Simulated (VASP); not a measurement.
Runs of VASP 6.6.1 on KBr. The structure is that of space group P4mm (No. 99), or close to it. The cells are those of the table. 

```tsv
cell	gap on the mesh (eV)	largest force (eV/Å)
a = 4.043, b = 4.043, c = 5.043 Å, 2 atoms	2.65	0.21
a = 4.043, b = 4.043, c = 6.043 Å, 2 atoms	1.99	(b)
a = 4.043, b = 4.043, c = 9.043 Å, 2 atoms	(c)	(a)
a = 4.043, b = 4.043, c = 7.043 Å, 2 atoms	1.62	1.06
```

Alike in all rows: task single point; level PBEsol; potentials or basis VASP PAW PBE potentials, release 64 (K_sv, Br); no spin polarisation; k mesh 4 × 4 × 4; cutoff (eV) 520; smearing fermi-dirac 0.1 eV.

Task: Estimate the missing entries.

Result: (a) 1.38; (b) 0.71; (c) 1.14.

Caveats: the PAW data sets were made with another functional, which shifts forces and pressure a little.

A k mesh can miss the band edges, and the runs leave out spin-orbit coupling on Br.
